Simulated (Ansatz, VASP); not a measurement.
Rb in VASP and in Ansatz

```
Rb
1.0
     4.99157    0.00000    0.00000
    -2.00353    4.57183    0.00000
    -1.49402   -2.28592    4.17831
Rb
1
Cartesian
  0.0000 0.0000 0.0000
```

Alike in both runs: task relaxation of cell and atoms; functional BLYP; dispersion D3(BJ); k mesh 5 × 5 × 5; no spin polarisation.

```csv
,VASP,Ansatz
version,VASP 6.6.1,Ansatz 0.2.0
potentials or method,"VASP PAW PBE potentials, release 64 (Rb_sv), cutoff 600 eV","plane waves, PAW"
occupations,"gaussian, width 0.1 eV",gaussian
valence electrons in the cell,9,9
```

Ansatz gave:

| Quantity | Value |
| --- | --- |
| relaxed volume (Å³/atom) | 79.74 |
| relaxed cell length with the largest relative difference (Å) | 4.706 |

Estimate VASP's values.

relaxed volume (Å³/atom): 79.89; relaxed cell length with the largest relative difference (Å): 4.708.

VASP's potentials were made for PBE, not for BLYP. Ansatz's warnings: stress scf threshold loose.

Noted on VASP's run: the volume moved by over 15 % at a fixed basis, so the end points are rough.
